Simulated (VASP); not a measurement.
# MgO (P6_3mc) in VASP: notebook

The runs below take MgO through single point, with PBEsol.

Everything below comes from runs of VASP 6.6.1. Logs are shortened: lines on timing, memory, paths and dates and some standing lists are left out, and cuts for length are marked.

**1. The cell of the first run**

It takes space group P6_3mc (No. 186, hexagonal). Conventional cell: a = 3.349 Å, b = 3.349 Å, c = 4.885 Å, α = 90.00°, β = 90.00°, γ = 120.00°. Mg (site symmetry 3m) has 4 O at 1.88 to 2.01 Å within 2.5 Å. Within 2.5 Å of O (site symmetry 3m) lie 4 Mg at 1.88 to 2.01 Å.

**2. Single point, PBEsol (c/a of the conventional cell at fixed volume 1.4587)**

Input file INCAR:

```
SYSTEM = MgO
PREC = Accurate
ENCUT = 520
EDIFF = 1E-6
ISMEAR = 0
SIGMA = 0.05
LREAL = .FALSE.
LASPH = .TRUE.
NELM = 80
ALGO = Normal
ISIF = 2
LWAVE = .FALSE.
LCHARG = .FALSE.
GGA = PS
NBANDS = 16
```

Input file KPOINTS:

```
Automatic mesh
0
G
  9 9 6
  0 0 0
```

Input file POSCAR:

```
MgO
1.0
    3.3486902732      0.0000000000      0.0000000000
   -1.6743451366      2.9000508460      0.0000000000
    0.0000000000      0.0000000000      4.8847345015
Mg O
2 2
Direct
    0.3333333333      0.6666666667      0.0154725274
    0.6666666667      0.3333333333      0.5154725274
    0.3333333333      0.6666666667      0.4009416620
    0.6666666667      0.3333333333      0.9009416620
```

Potentials or basis: VASP PAW PBE potentials, release 64 (Mg, O).

Launch:

```sh
cat potpaw_PBE.64/Mg/POTCAR potpaw_PBE.64/O/POTCAR > POTCAR
mpirun -np 1 vasp_std > vasp.out
```

OUTCAR:

```text
SYSTEM = MgO
   PREC = Accurate
   ENCUT = 520
   EDIFF = 1E-6
   ISMEAR = 0
   LREAL = .FALSE.
   LASPH = .TRUE.
   NELM = 80
   ISIF = 2
   GGA = PS

 ion  position               nearest neighbor table
   1  0.333  0.667  0.015-   3 1.88   4 2.01   4 2.01   4 2.01   2 3.11   2 3.11   2 3.11   2 3.11
                             2 3.11   2 3.11
   2  0.667  0.333  0.515-   4 1.88   3 2.01   3 2.01   3 2.01   1 3.11   1 3.11   1 3.11   1 3.11
                             1 3.11   1 3.11
   3  0.333  0.667  0.401-   1 1.88   2 2.01   2 2.01   2 2.01
   4  0.667  0.333  0.901-   2 1.88   1 2.01   1 2.01   1 2.01

  LATTYP: Found a hexagonal cell.
 ALAT       =     3.3486902732
 C/A-ratio  =     1.4587000000

  Lattice vectors:

 A1 = (   3.3486902732,   0.0000000000,   0.0000000000)
 A2 = (  -1.6743451366,   2.9000508460,   0.0000000000)
 A3 = (   0.0000000000,   0.0000000000,   4.8847345015)

Analysis of symmetry for initial positions (statically):
=====================================================================
 Subroutine PRICEL returns:
 Original cell was already a primitive cell.

 Routine SETGRP: Setting up the symmetry group for a
 hexagonal supercell.

 Subroutine GETGRP returns: Found 12 space group operations
 (whereof  6 operations were pure point group operations)
 out of a pool of 24 trial point group operations.

The static configuration has the point symmetry C_3v.
 The point group associated with its full space group is C_6v.

Analysis of symmetry for dynamics (positions and initial velocities):
=====================================================================
 Subroutine PRICEL returns:
 Original cell was already a primitive cell.

 Routine SETGRP: Setting up the symmetry group for a
 hexagonal supercell.

 Subroutine GETGRP returns: Found 12 space group operations
 (whereof  6 operations were pure point group operations)
 out of a pool of 24 trial point group operations.

The dynamic configuration has the point symmetry C_3v.
 The point group associated with its full space group is C_6v.

 Subroutine INISYM returns: Found 12 space group operations
 (whereof  6 operations are pure point group operations),
 and found     1 'primitive' translations

----------------------------------------------------------------------------------------

                                     Primitive cell

  volume of cell :      47.4375

  direct lattice vectors                    reciprocal lattice vectors
     3.348690273  0.000000000  0.000000000     0.298624214  0.172410770  0.000000000
    -1.674345137  2.900050846  0.000000000     0.000000000  0.344821540  0.000000000
     0.000000000  0.000000000  4.884734501     0.000000000  0.000000000  0.204719417

  length of vectors
     3.348690273  3.348690273  4.884734501     0.344821540  0.344821540  0.204719417

  position of ions in fractional coordinates (direct lattice)
     0.333333333  0.666666667  0.015472527
     0.666666667  0.333333333  0.515472527
     0.333333333  0.666666667  0.400941662
     0.666666667  0.333333333  0.900941662

  ion indices of the primitive-cell ions
   primitive index   ion index
                 1           1
                 2           2
                 3           3
                 4           4

----------------------------------------------------------------------------------------

 KPOINTS: Automatic mesh

Automatic generation of k-mesh.
 Grid dimensions read from file:
 generate k-points for:    9    9    6

 Generating k-lattice:

  Cartesian coordinates                     Fractional coordinates (reciprocal lattice)
     0.033180468  0.019156752  0.000000000     0.111111111  0.000000000  0.000000000
     0.000000000  0.038313504  0.000000000     0.000000000  0.111111111  0.000000000
     0.000000000  0.000000000  0.034119903     0.000000000  0.000000000  0.166666667

  Length of vectors
     0.038313504  0.038313504  0.034119903

  Shift w.r.t. Gamma in fractional coordinates (k-lattice)
     0.000000000  0.000000000  0.000000000

 Subroutine IBZKPT returns following result:
 ===========================================

 Found     48 irreducible k-points:

 Following reciprocal coordinates:
            Coordinates               Weight
  0.000000  0.000000  0.000000      1.000000
  0.111111  0.000000  0.000000      6.000000
  0.222222  0.000000  0.000000      6.000000
  0.333333 -0.000000  0.000000      6.000000
  0.444444  0.000000  0.000000      6.000000
  0.111111  0.111111  0.000000      6.000000
[... 16 lines left out ...]
  0.333333  0.222222  0.166667     24.000000
  0.333333  0.333333  0.166667      4.000000
 [... further k-points ...]
   k-points           NKPTS =     48   k-points in BZ     NKDIM =     48   number of bands    NBANDS=     16
   number of dos      NEDOS =    301   number of ions     NIONS =      4
   total plane-waves  NPLWV =  28224
   dimension x,y,z NGX =    28 NGY =   28 NGZ =   36
   dimension x,y,z NGXF=    56 NGYF=   56 NGZF=   72
   ions per type =               2   2
   NGX,Y,Z   is equivalent  to a cutoff of  13.90, 13.90, 12.25 a.u.
   NGXF,Y,Z  is equivalent  to a cutoff of  27.80, 27.80, 24.50 a.u.
 SYSTEM =  MgO
   PREC   = accura    normal or accurate (medium, high low for compatibility)
   ISTART =      0    job   : 0-new  1-cont  2-samecut
   ICHARG =      2    charge: 1-file 2-atom 10-const
   ISPIN  =      1    spin polarized calculation?
   LNONCOLLINEAR =      F non collinear calculations
   LSORBIT =      F    spin-orbit coupling
   LASPH  =      T    aspherical Exc in radial PAW
   ENCUT  =  520.0 eV  38.22 Ry    6.18 a.u.   6.23  6.23  9.08*2*pi/ulx,y,z
   NELM   =     80;   NELMIN=  2; NELMDL= -5     # of ELM steps
   EDIFF  = 0.1E-05   stopping-criterion for ELM
   LREAL  =      F    real-space projection
   EDIFFG = 0.1E-04   stopping-criterion for IOM
   NSW    =      0    number of steps for IOM
   IBRION =     -1    ionic relax: 0-MD 1-quasi-New 2-CG
   NFREE  =      0    steps in history (QN), initial steepest desc. (CG)
   ISIF   =      2    stress and relaxation
   ISYM   =      2    0-nonsym 1-usesym 2-fastsym
   POTIM  = 0.5000    time-step for ionic-motion
   TEBEG  =    0.0;   TEEND  =   0.0 temperature during run
   PSTRESS=    0.0 pullay stress
   NELECT =      16.0000    total number of electrons
   NUPDOWN=      -1.0000    fix difference up-down
   EMIN   =  10.00;   EMAX   =-10.00  energy-range for DOS
   EFERMI =   0.00;   METHOD = LEGACY
   ISMEAR =     0;   SIGMA  =   0.05  broadening in eV -4-tet -1-fermi 0-gaus
   EFERMI_NEDOS =   21; number of points for ismear=-14 and -15
   IALGO  =     38    algorithm
   IMIX   =      4    mixing-type and parameters
     AMIX     =   0.40;   BMIX     =  1.00
     AMIX_MAG =   1.60;   BMIX_MAG =  1.00
  volume/ion in A,a.u.               =      11.86        80.03
  Fermi-wavevector in a.u.,A,eV,Ry     =   1.139570  2.153475 17.668792  1.298620
  Thomas-Fermi vector in A             =   2.276273
   LORBIT       =      0    0 simple, 1 ext, 2 COOP (PROOUT), +10 PAW based schemes
   GGA     = PS    functional components
   LHFCALC =     F    Hartree Fock is set to
   AEXX    =    0.0000 exact exchange contribution
   IVDW    =     0    specifies the selected vdW correction
   LEPSILON=     F    determine dielectric tensor
   LRPA    =     F    only Hartree local field effects (RPA)
 non-spin polarized calculation
 Gauss-broadening in eV      SIGMA  =   0.05
  energy-cutoff  :      520.00
  volume of cell :       47.44
 maximum number of plane-waves:      1308
 NGX is ok and might be reduce to    28
   NGX = 13   NGY = 13   NGZ = 19

 number of electron      15.9999998 magnetization

 Free energy of the ion-electron system (eV)
  ---------------------------------------------------
  ext. energy  EPLUGINS =         0.00000000
  ---------------------------------------------------
  free energy    TOTEN  =       -24.43063666 eV

  energy without entropy =      -24.43063666  energy(sigma->0) =      -24.43063666

 E-fermi :   1.1860     XC(G=0):  -9.9509

 val. band max:        0.9442033866   @ k =   0.0000   0.0000   0.0000
 cond. band min:       4.3136200506   @ k =   0.0000   0.0000   0.0000
 fundamental gap:      3.3694166640
 Fermi energy:         1.1860045130

 k-point     1 :       0.0000    0.0000    0.0000
  band No.  band energies     occupation
      1     -15.1883      2.00000
      2     -14.3130      2.00000
      3      -2.2529      2.00000
      4       0.1907      2.00000
      5       0.1907      2.00000
      6       0.5719      2.00000
[... 8 lines left out ...]
     15      17.1340      0.00000
     16      17.1340      0.00000

 k-point     2 :       0.1111    0.0000    0.0000
  band No.  band energies     occupation
      1     -15.1283      2.00000
      2     -14.2980      2.00000
      3      -2.1386      2.00000
      4      -0.1064      2.00000
      5       0.1042      2.00000
      6       0.1968      2.00000
[... 8 lines left out ...]
     15      16.9876      0.00000
     16      17.1264      0.00000

 k-point     3 :       0.2222    0.0000    0.0000
  band No.  band energies     occupation
      1     -14.9667      2.00000
      2     -14.2661      2.00000
      3      -1.8182      2.00000
      4      -0.8941      2.00000
      5      -0.3478      2.00000
      6      -0.0777      2.00000
[... 8 lines left out ...]
     15      16.0214      0.00000
     16      16.1625      0.00000

 k-point     4 :       0.3333   -0.0000    0.0000
  band No.  band energies     occupation
      1     -14.7553      2.00000
      2     -14.2505      2.00000
      3      -1.6644      2.00000
      4      -1.3328      2.00000
      5      -0.8162      2.00000
      6      -0.2524      2.00000
[... 8 lines left out ...]
     15      15.4501      0.00000
     16      16.2155      0.00000

 k-point     5 :       0.4444    0.0000    0.0000
  band No.  band energies     occupation
      1     -14.5805      2.00000
      2     -14.2731      2.00000
      3      -2.0751      2.00000
      4      -1.1258      2.00000
      5      -0.8655      2.00000
      6      -0.3555      2.00000
[... 8 lines left out ...]
     15      15.2181      0.00000
     16      16.5586      0.00000

 k-point     6 :       0.1111    0.1111    0.0000
  band No.  band energies     occupation
      1     -15.0174      2.00000
      2     -14.2746      2.00000
      3      -1.9207      2.00000
      4      -0.5670      2.00000
      5      -0.4023      2.00000
      6       0.1211      2.00000
[... 8 lines left out ...]
     15      15.9679      0.00000
     16      16.5444      0.00000
[... 267 lines left out ...]
 k-point    21 :       0.4444    0.1111    0.1667
  band No.  band energies     occupation
      1     -14.5068      2.00000
      2     -14.3006      2.00000
      3      -2.1328      2.00000
      4      -1.3760      2.00000
      5      -0.7220      2.00000
      6      -0.2777      2.00000
[... 8 lines left out ...]
     15      14.7643      0.00000
     16      16.6330      0.00000

 k-point    22 :       0.2222    0.2222    0.1667
  band No.  band energies     occupation
      1     -14.6214      2.00000
      2     -14.2795      2.00000
      3      -1.6793      2.00000
      4      -1.5459      2.00000
      5      -0.5264      2.00000
      6      -0.4917      2.00000
[... 8 lines left out ...]
     15      14.8508      0.00000
     16      17.0911      0.00000

 k-point    23 :       0.3333    0.2222    0.1667
  band No.  band energies     occupation
      1     -14.4749      2.00000
      2     -14.3066      2.00000
      3      -1.8867      2.00000
      4      -1.3566      2.00000
      5      -0.9492      2.00000
      6      -0.2411      2.00000
[... 8 lines left out ...]
     15      14.5719      0.00000
     16      17.0810      0.00000

 k-point    24 :       0.3333    0.3333    0.1667
  band No.  band energies     occupation
      1     -14.3702      2.00000
      2     -14.3702      2.00000
      3      -1.7402      2.00000
      4      -1.2583      2.00000
      5      -1.2583      2.00000
      6      -0.3565      2.00000
[... 8 lines left out ...]
     15      14.4248      0.00000
     16      17.8526      0.00000

 [... further k-points ...]
[... 5 lines left out ...]
  --------------------------------------------------------------------------------------
  -------------------------------------------------------------------------------------
  Total       -1.3743183     -1.3743183      3.5097222      0.0000000      0.0000000     -0.0000000
  in kB      -46.4169255    -46.4169255    118.5391375      0.0000000      0.0000000     -0.0000000
  external PRESSURE =       8.5684288 kB  Pullay stress =       0.0000000 kB

 VOLUME and BASIS-vectors are now :
 -----------------------------------------------------------------------------
  energy-cutoff  :      520.00
  volume of cell :       47.44
      direct lattice vectors                 reciprocal lattice vectors
     3.348690273  0.000000000  0.000000000     0.298624214  0.172410770  0.000000000
    -1.674345137  2.900050846  0.000000000     0.000000000  0.344821540  0.000000000
     0.000000000  0.000000000  4.884734501     0.000000000  0.000000000  0.204719417

 POSITION                                       TOTAL-FORCE (eV/Angst)
 -----------------------------------------------------------------------------------
     -0.00000      1.93337      0.07558         0.000000     -0.000000     -1.077437
      1.67435      0.96668      2.51795        -0.000000      0.000000     -1.077437
     -0.00000      1.93337      1.95849         0.000000     -0.000000      1.077437
      1.67435      0.96668      4.40086        -0.000000      0.000000      1.077437
 -----------------------------------------------------------------------------------
    total drift:                               -0.000000      0.000000      0.000846

  FREE ENERGIE OF THE ION-ELECTRON SYSTEM (eV)
  ---------------------------------------------------
  free  energy   TOTEN  =       -24.4306366625 eV

  energy  without entropy=      -24.4306366625  energy(sigma->0) =      -24.43063666
```

It took 72 s on 1 thread of AMD EPYC 7R13, shared host; peak memory 0.16 GiB.

What came out:

```yaml
Free_energy: -24.4306 eV
Pressure: 0.9 GPa
Largest_force: 1.077 eV/Å
Band_gap_on_the_k_mesh: 3.37 eV, direct
```

Forces in eV/Å, atoms in the order of the input:
```
Mg   0.000  0.000 -1.077
Mg   0.000  0.000 -1.077
O    0.000  0.000  1.077
O    0.000  0.000  1.077
```

Caveat: the PAW data sets were made with another functional, which shifts forces and pressure a little. A k mesh can miss the band edges.

**3. Single point, PBEsol (c/a of the conventional cell at fixed volume 1.4283)**

INCAR: that of step 2 with these lines changed.

```diff
@@ -12,4 +12,6 @@
 LWAVE = .FALSE.
-LCHARG = .FALSE.
+LCHARG = .TRUE.
 GGA = PS
+LELF = .TRUE.
+LVHAR = .TRUE.
 NBANDS = 16
```

KPOINTS is that of step 2.

Input file POSCAR:

```
MgO
1.0
    3.3722815741      0.0000000000      0.0000000000
   -1.6861407870      2.9204815119      0.0000000000
    0.0000000000      0.0000000000      4.8166297723
Mg O
2 2
Direct
    0.3333333333      0.6666666667      0.0036583380
    0.6666666667      0.3333333333      0.5036583380
    0.3333333333      0.6666666667      0.4009416620
    0.6666666667      0.3333333333      0.9009416620
```

Potentials or basis: VASP PAW PBE potentials, release 64 (Mg, O).

Launch:

```sh
cat potpaw_PBE.64/Mg/POTCAR potpaw_PBE.64/O/POTCAR > POTCAR
mpirun -np 1 vasp_std > vasp.out
```

Run time: 72 s. Hardware: 1 thread of AMD EPYC 7R13, shared host; peak memory 0.16 GiB.

Results (log left out):

- Free energy: -24.4744 eV
- Pressure: -0.3 GPa
- Largest force: 0.759 eV/Å
- Band gap on the k mesh: 3.26 eV, direct

Forces in eV/Å, atoms in the order of the input:
```
Mg   0.000  0.000 -0.759
Mg   0.000  0.000 -0.759
O    0.000  0.000  0.759
O    0.000  0.000  0.759
```

Stress tensor (GPa, compression positive):
```
-4.56  0.00  0.00
 0.00 -4.56  0.00
 0.00  0.00  8.10
```

Levels at points of the mesh, in eV from the valence-band top:
| k point | band 4 | band 5 | band 6 | band 7 | band 8 | band 9 | band 10 | band 11 | band 12 | band 13 |
| --- | --- | --- | --- | --- | --- | --- | --- | --- | --- | --- |
| (0.00, 0.00, 0.00) | -0.93 | -0.93 | -0.50 | -0.50 | 0.00 | 3.26 | 8.25 | 10.45 | 13.39 | 13.39 |
| (0.00, 0.00, 0.50) | -2.05 | -0.72 | -0.72 | -0.72 | -0.72 | 5.81 | 5.81 | 13.39 | 13.39 | 13.89 |

Caveat: the PAW data sets were made with another functional, which shifts forces and pressure a little. A k mesh can miss the band edges.
